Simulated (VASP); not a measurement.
# ZrN (Fm-3m) in VASP: a series of runs, part 2 of 2

VASP 6.6.1. Earlier steps stand in the parts before.

## (3) Single point, PBE

This run uses another cell than the first one, of 12.12 Å³/atom, 1.017 times its volume.

File INCAR:

```
PREC = Accurate
ENCUT = 600
EDIFF = 1E-6
ISMEAR = 0
SIGMA = 0.1
LREAL = F
LASPH = T
NELM = 120
ALGO = Normal
ISIF = 2
LWAVE = F
LCHARG = F
GGA = PE
NBANDS = 16
GGA_COMPAT = F
```

File KPOINTS:

```
regular mesh
0
Gamma
  6 6 6
```

File POSCAR:

```
ZrN
1.0
    0.0000000000      2.2967498141      2.2967498141
    2.2967498141      0.0000000000      2.2967498141
    2.2967498141      2.2967498141      0.0000000000
Zr N
1 1
Direct
    0.0000000000      0.0000000000      0.0000000000
    0.5000000000      0.5000000000      0.5000000000
```

Potentials or basis: VASP PAW PBE potentials, release 64 (Zr_sv, N).

Command:

```bash
$ cat potpaw_PBE.64/Zr_sv/POTCAR potpaw_PBE.64/N/POTCAR > POTCAR
$ mpirun -np 1 vasp_std > vasp.out
```

OUTCAR:

```text
PREC = Accurate
   ENCUT = 600
   EDIFF = 1E-6
   ISMEAR = 0
   LREAL = F
   LASPH = T
   NELM = 120
   ISIF = 2
   GGA = PE

 ion  position               nearest neighbor table
   1  0.000  0.000  0.000-   2 2.30   2 2.30   2 2.30   2 2.30   2 2.30   2 2.30
   2  0.500  0.500  0.500-   1 2.30   1 2.30   1 2.30   1 2.30   1 2.30   1 2.30

  LATTYP: Found a face centered cubic cell.
 ALAT       =     4.5934996282

  Lattice vectors:

 A1 = (   0.0000000000,   2.2967498141,   2.2967498141)
 A2 = (   2.2967498141,   0.0000000000,   2.2967498141)
 A3 = (   2.2967498141,   2.2967498141,   0.0000000000)

Analysis of symmetry for initial positions (statically):
=====================================================================
 Subroutine PRICEL returns:
 Original cell was already a primitive cell.

 Routine SETGRP: Setting up the symmetry group for a
 face centered cubic supercell.

 Subroutine GETGRP returns: Found 48 space group operations
 (whereof 48 operations were pure point group operations)
 out of a pool of 48 trial point group operations.

The static configuration has the point symmetry O_h .

Analysis of symmetry for dynamics (positions and initial velocities):
=====================================================================
 Subroutine PRICEL returns:
 Original cell was already a primitive cell.

 Routine SETGRP: Setting up the symmetry group for a
 face centered cubic supercell.

 Subroutine GETGRP returns: Found 48 space group operations
 (whereof 48 operations were pure point group operations)
 out of a pool of 48 trial point group operations.

The dynamic configuration has the point symmetry O_h .

 Subroutine INISYM returns: Found 48 space group operations
 (whereof 48 operations are pure point group operations),
 and found     1 'primitive' translations

----------------------------------------------------------------------------------------

                                     Primitive cell

  volume of cell :      24.2310

  direct lattice vectors                    reciprocal lattice vectors
     0.000000000  2.296749814  2.296749814    -0.217698940  0.217698940  0.217698940
     2.296749814  0.000000000  2.296749814     0.217698940 -0.217698940  0.217698940
     2.296749814  2.296749814  0.000000000     0.217698940  0.217698940 -0.217698940

  length of vectors
     3.248094736  3.248094736  3.248094736     0.377065625  0.377065625  0.377065625

  position of ions in fractional coordinates (direct lattice)
     0.000000000  0.000000000  0.000000000
     0.500000000  0.500000000  0.500000000

  ion indices of the primitive-cell ions
   primitive index   ion index
                 1           1
                 2           2

----------------------------------------------------------------------------------------

 KPOINTS: regular mesh

Automatic generation of k-mesh.
 Grid dimensions read from file:
 generate k-points for:    6    6    6

 Generating k-lattice:

  Cartesian coordinates                     Fractional coordinates (reciprocal lattice)
    -0.036283157  0.036283157  0.036283157     0.166666667  0.000000000  0.000000000
     0.036283157 -0.036283157  0.036283157     0.000000000  0.166666667  0.000000000
     0.036283157  0.036283157 -0.036283157     0.000000000  0.000000000  0.166666667

  Length of vectors
     0.062844271  0.062844271  0.062844271

  Shift w.r.t. Gamma in fractional coordinates (k-lattice)
     0.000000000  0.000000000  0.000000000

 Subroutine IBZKPT returns following result:
 ===========================================

 Found     16 irreducible k-points:

 Following reciprocal coordinates:
            Coordinates               Weight
  0.000000  0.000000  0.000000      1.000000
  0.166667  0.000000  0.000000      8.000000
  0.333333  0.000000  0.000000      8.000000
  0.500000  0.000000  0.000000      4.000000
  0.166667  0.166667  0.000000      6.000000
  0.333333  0.166667  0.000000     24.000000
[... 8 lines left out ...]
 -0.333333  0.333333  0.166667     24.000000
 -0.333333  0.500000  0.166667     12.000000
   k-points           NKPTS =     16   k-points in BZ     NKDIM =     16   number of bands    NBANDS=     16
   number of dos      NEDOS =    301   number of ions     NIONS =      2
   total plane-waves  NPLWV =  21952
   dimension x,y,z NGX =    28 NGY =   28 NGZ =   28
   dimension x,y,z NGXF=    56 NGYF=   56 NGZF=   56
   ions per type =               1   1
   NGX,Y,Z   is equivalent  to a cutoff of  14.33, 14.33, 14.33 a.u.
   NGXF,Y,Z  is equivalent  to a cutoff of  28.66, 28.66, 28.66 a.u.
 SYSTEM =  unknown system
   PREC   = accura    normal or accurate (medium, high low for compatibility)
   ISTART =      0    job   : 0-new  1-cont  2-samecut
   ICHARG =      2    charge: 1-file 2-atom 10-const
   ISPIN  =      1    spin polarized calculation?
   LNONCOLLINEAR =      F non collinear calculations
   LSORBIT =      F    spin-orbit coupling
   LASPH  =      T    aspherical Exc in radial PAW
   ENCUT  =  600.0 eV  44.10 Ry    6.64 a.u.   6.49  6.49  6.49*2*pi/ulx,y,z
   NELM   =    120;   NELMIN=  2; NELMDL= -5     # of ELM steps
   EDIFF  = 0.1E-05   stopping-criterion for ELM
   LREAL  =      F    real-space projection
   EDIFFG = 0.1E-04   stopping-criterion for IOM
   NSW    =      0    number of steps for IOM
   IBRION =     -1    ionic relax: 0-MD 1-quasi-New 2-CG
   NFREE  =      0    steps in history (QN), initial steepest desc. (CG)
   ISIF   =      2    stress and relaxation
   ISYM   =      2    0-nonsym 1-usesym 2-fastsym
   POTIM  = 0.5000    time-step for ionic-motion
   TEBEG  =    0.0;   TEEND  =   0.0 temperature during run
   PSTRESS=    0.0 pullay stress
   NELECT =      17.0000    total number of electrons
   NUPDOWN=      -1.0000    fix difference up-down
   EMIN   =  10.00;   EMAX   =-10.00  energy-range for DOS
   EFERMI =   0.00;   METHOD = LEGACY
   ISMEAR =     0;   SIGMA  =   0.10  broadening in eV -4-tet -1-fermi 0-gaus
   EFERMI_NEDOS =   21; number of points for ismear=-14 and -15
   IALGO  =     38    algorithm
   IMIX   =      4    mixing-type and parameters
     AMIX     =   0.40;   BMIX     =  1.00
     AMIX_MAG =   1.60;   BMIX_MAG =  1.00
  volume/ion in A,a.u.               =      12.12        81.76
  Fermi-wavevector in a.u.,A,eV,Ry     =   1.454680  2.748946 28.791203  2.116094
  Thomas-Fermi vector in A             =   2.571803
   LORBIT       =      0    0 simple, 1 ext, 2 COOP (PROOUT), +10 PAW based schemes
   GGA     = PE    functional components
   LHFCALC =     F    Hartree Fock is set to
   AEXX    =    0.0000 exact exchange contribution
   IVDW    =     0    specifies the selected vdW correction
   LEPSILON=     F    determine dielectric tensor
   LRPA    =     F    only Hartree local field effects (RPA)
 non-spin polarized calculation
 Gauss-broadening in eV      SIGMA  =   0.10
  energy-cutoff  :      600.00
  volume of cell :       24.23
 maximum number of plane-waves:       869
 NGX is ok and might be reduce to    28
   NGX = 13   NGY = 13   NGZ = 13

 number of electron      17.0000000 magnetization

 Free energy of the ion-electron system (eV)
  ---------------------------------------------------
  ext. energy  EPLUGINS =         0.00000000
  ---------------------------------------------------
  free energy    TOTEN  =       -20.40425588 eV

  energy without entropy =      -20.40192750  energy(sigma->0) =      -20.40309169

 E-fermi :  12.0715     XC(G=0): -12.4753

 val. band max:       12.0328331686   @ k =   0.1667   0.0000   0.0000
 cond. band min:      12.2152713371   @ k =   0.1667   0.0000   0.0000
 fundamental gap:      0.1824381685
 Fermi energy:        12.0715346818

 k-point     1 :       0.0000    0.0000    0.0000
  band No.  band energies     occupation
      1     -37.7303      2.00000
      2     -15.3554      2.00000
      3     -15.3554      2.00000
      4     -15.3554      2.00000
      5      -4.3389      2.00000
      6       9.2642      2.00000
[... 8 lines left out ...]
     15      21.0668      0.00000
     16      34.2778      0.00000
[... 267 lines left out ...]
 k-point    16 :      -0.3333    0.5000    0.1667
  band No.  band energies     occupation
      1     -37.5483      2.00000
      2     -16.1243      2.00000
      3     -15.8473      2.00000
      4     -15.7503      2.00000
      5      -3.3726      2.00000
      6       6.9856      2.00000
[... 8 lines left out ...]
     15      22.5992      0.00000
     16      25.3324      0.00000

------------------------ aborting loop because EDIFF is reached ----------------------------------------

  FORCE on cell =-STRESS in cart. coord.  units (eV):
  Direction    XX          YY          ZZ          XY          YZ          ZX
  --------------------------------------------------------------------------------------
  -------------------------------------------------------------------------------------
  Total        0.0210832      0.0210832      0.0210832     -0.0000000     -0.0000000      0.0000000
  in kB        1.3940422      1.3940422      1.3940422     -0.0000000     -0.0000000      0.0000000
  external PRESSURE =       1.3940422 kB  Pullay stress =       0.0000000 kB

 VOLUME and BASIS-vectors are now :
 -----------------------------------------------------------------------------
  energy-cutoff  :      600.00
  volume of cell :       24.23
      direct lattice vectors                 reciprocal lattice vectors
     0.000000000  2.296749814  2.296749814    -0.217698940  0.217698940  0.217698940
     2.296749814  0.000000000  2.296749814     0.217698940 -0.217698940  0.217698940
     2.296749814  2.296749814  0.000000000     0.217698940  0.217698940 -0.217698940

 POSITION                                       TOTAL-FORCE (eV/Angst)
 -----------------------------------------------------------------------------------
      0.00000      0.00000      0.00000        -0.000000     -0.000000     -0.000000
      2.29675      2.29675      2.29675         0.000000      0.000000      0.000000
 -----------------------------------------------------------------------------------
    total drift:                                0.000000      0.000000      0.000000

  FREE ENERGIE OF THE ION-ELECTRON SYSTEM (eV)
  ---------------------------------------------------
  free  energy   TOTEN  =       -20.4042558815 eV

  energy  without entropy=      -20.4019274965  energy(sigma->0) =      -20.40309169
```

stdout:

```text
POSCAR found type information on POSCAR ZrN
 POSCAR found :  2 types and       2 ions
 scaLAPACK will be used
 LDA part: xc-table for (Slater+PW92), standard interpolation
 POSCAR, INCAR and KPOINTS ok, starting setup
 FFT: planning ... GRIDC
 FFT: planning ... GRID_SOFT
 FFT: planning ... GRID
 WAVECAR not read
 entering main loop
```

Run time: 12 s. Hardware: 1 thread of AMD EPYC 9R45 (Zen 5), shared host; peak memory 0.12 GiB.

What came out:

```
Free energy : -20.4043 eV
Pressure    : 0.1 GPa
```

Levels at points of the mesh, in eV from the Fermi level:
```
           k point  band 6  band 7  band 8  band 9  band 10  band 11  band 12  band 13
(0.00, 0.00, 0.00)   -2.81   -2.81   -2.81   -0.58    -0.58    -0.58     1.39     1.39
(0.50, 0.00, 0.00)   -7.80   -5.83   -5.83    2.82     2.87     2.87     4.55     7.48
(0.50, 0.50, 0.00)   -4.73   -3.64   -3.32   -3.32     3.16     4.30     4.30     4.71
```

Caveat: the k points lie up to 0.39 Å⁻¹ apart.
